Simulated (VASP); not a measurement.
Runs of VASP 6.6.1 on NiMoIrPdW. The structure is that of space group P3m1 (No. 156), or close to it. The cells are those of the table. 

```csv
level,potentials or basis,cell,k mesh,gap on the mesh (eV),pressure (GPa),moment (μB),largest force (eV/Å)
PBE,"VASP PAW PBE potentials, release 64 (Ni, Mo_sv, Pd, Ir, W_sv)","a = 2.703, b = 2.703, c = 10.777 Å, angles 90.0, 90.0, 120.0°, 5 atoms",8 × 8 × 2,none,20.5,0.00,0.03
LDA,"VASP PAW LDA potentials, release 64 (Ni, Mo_sv, Pd, Ir, W_sv)","a = 2.766, b = 2.766, c = 11.023 Å, angles 90.0, 90.0, 120.0°, 5 atoms",8 × 8 × 2,none,(a),0.00,0.11
PBE,"VASP PAW PBE potentials, release 64 (Ni, Mo_sv, Pd, Ir, W_sv)","a = 2.766, b = 2.766, c = 11.023 Å, angles 90.0, 90.0, 120.0°, 5 atoms",8 × 8 × 2,none,0.6,0.00,0.09
PBE+D4,"VASP PAW PBE potentials, release 64 (Ni, Mo_sv, Pd, Ir, W_sv)","a = 2.746, b = 2.746, c = 10.956 Å, angles 90.0, 90.0, 120.0°, 5 atoms",8 × 8 × 2,none,0.3,0.00,0.03
PBEsol+D3(BJ),"VASP PAW PBE potentials, release 64 (Ni, Mo_sv, Pd, Ir, W_sv)","a = 2.710, b = 2.710, c = 10.802 Å, angles 90.0, 90.0, 120.0°, 5 atoms",8 × 8 × 2,none,0.5,0.00,0.03
revPBE,"VASP PAW PBE potentials, release 64 (Ni, Mo_sv, Pd, Ir, W_sv)","a = 2.766, b = 2.766, c = 11.023 Å, angles 90.0, 90.0, 120.0°, 5 atoms",8 × 8 × 2,none,3.5,0.00,0.10
PBE,"VASP PAW PBE potentials, release 64 (Ni, Mo_sv, Pd, Ir, W_sv)","a = 2.731, b = 2.731, c = 10.897 Å, angles 90.0, 90.0, 120.0°, 5 atoms",8 × 8 × 2,none,(b),0.00,0.03
PBE,"VASP PAW PBE potentials, release 64 (Ni, Mo_sv, Pd, Ir, W_sv)","a = 2.766, b = 2.766, c = 11.023 Å, angles 90.0, 90.0, 120.0°, 5 atoms",7 × 7 × 2,none,0.5,(c),0.22
```

Alike in all rows: task single point; spin collinear, ferromagnetic start; cutoff (eV) 520; smearing fermi-dirac 0.05 eV.

Estimate the missing entries.

(a) -13.4; (b) 10.3; (c) 0.02.

Caveats: some runs use coarse meshes; spin-orbit coupling is left out, which moves the levels of the heavy elements; pairwise dispersion overbinds metals, which lowers pressure and volume (some runs); the PAW data sets were made with another functional, which shifts forces and pressure a little (some runs).

A k mesh can miss the band edges, and the runs leave out spin-orbit coupling on Ir, Mo, Pd, W.

A gap of «none» marks levels without a gap at the run's occupations.
